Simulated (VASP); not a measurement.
Set up this calculation in VASP 6.6.1, as the native input.

* Task: single point
* Functional: r2SCAN
* Potentials or basis: VASP PAW PBE potentials, release 64 (C, Si)
* Cutoff: 660 eV
* k mesh: 6 × 6 × 4
* Occupations: fermi-dirac, width 0.02 eV
* Spin: no spin polarisation
* Dipole correction: no
* Further INCAR settings: ALGO = Normal; EDIFF = 1e-06; NBANDS = 16

Si3C:

```xyz
4
Lattice="3.4318 0.0000 0.0000 0.0000 3.4318 0.0000 0.0000 0.0000 5.0004" Properties=species:S:1:pos:R:3 pbc="T T T"
C     0.0000    0.0000    0.0000
Si    0.0000    1.7159    1.0161
Si    1.7159    1.7159    2.5002
Si    1.7159    0.0000    3.9844
```

These files were run (other wordings do the same):

POSCAR

```
Si3C
1.0
    3.4318102017      0.0000000000      0.0000000000
    0.0000000000      3.4318102017      0.0000000000
    0.0000000000      0.0000000000      5.0004336163
C Si
1 3
Direct
    0.0000000000      0.0000000000      0.0000000000
    0.0000000000      0.5000000000      0.2031984776
    0.5000000000      0.5000000000      0.5000000000
    0.5000000000      0.0000000000      0.7968015224
```

INCAR.step1

```
ALGO = Normal
EDIFF = 1E-5
ENCUT = 660
GGA = PE
GGA_COMPAT = F
ISMEAR = -1
LASPH = T
LCHARG = F
LREAL = F
LWAVE = T
NBANDS = 16
NELM = 120
PREC = Accurate
SIGMA = 0.02
```

INCAR.step2

```
ALGO = Normal
EDIFF = 1E-6
ENCUT = 660
GGA_COMPAT = F
ISIF = 2
ISMEAR = -1
ISTART = 1
LASPH = T
LCHARG = F
LMIXTAU = T
LREAL = F
LWAVE = F
METAGGA = R2SCAN
NBANDS = 16
NELM = 120
PREC = Accurate
SIGMA = 0.02
```

KPOINTS

```
k-points
0
Gamma
  6 6 4
```

Potentials or basis: VASP PAW PBE potentials, release 64 (C, Si).

Launch:

```sh
$ cat potpaw_PBE.64/C/POTCAR potpaw_PBE.64/Si/POTCAR > POTCAR
$ cp INCAR.step1 INCAR
$ mpirun -np 1 vasp_std > vasp.out
$ cp INCAR.step2 INCAR
$ mpirun -np 1 vasp_std > vasp.out
```

It gave:

| Quantity | Value |
| --- | --- |
| Pressure | -0.3 GPa |
| Largest force | 0.034 eV/Å |
| Band gap on the k mesh | zero (band 8 reaches 7.83 eV, above the bottom of band 9 at 7.60 eV) |

Caveat: the PAW data sets were made with another functional, which shifts forces and pressure a little.

Wall time 2.2 min on 1 thread of Intel(R) Xeon(R) Platinum 8259CL CPU @ 2.50GHz (Skylake/Cascade Lake), with other jobs on the host, peak memory 0.2 GiB.
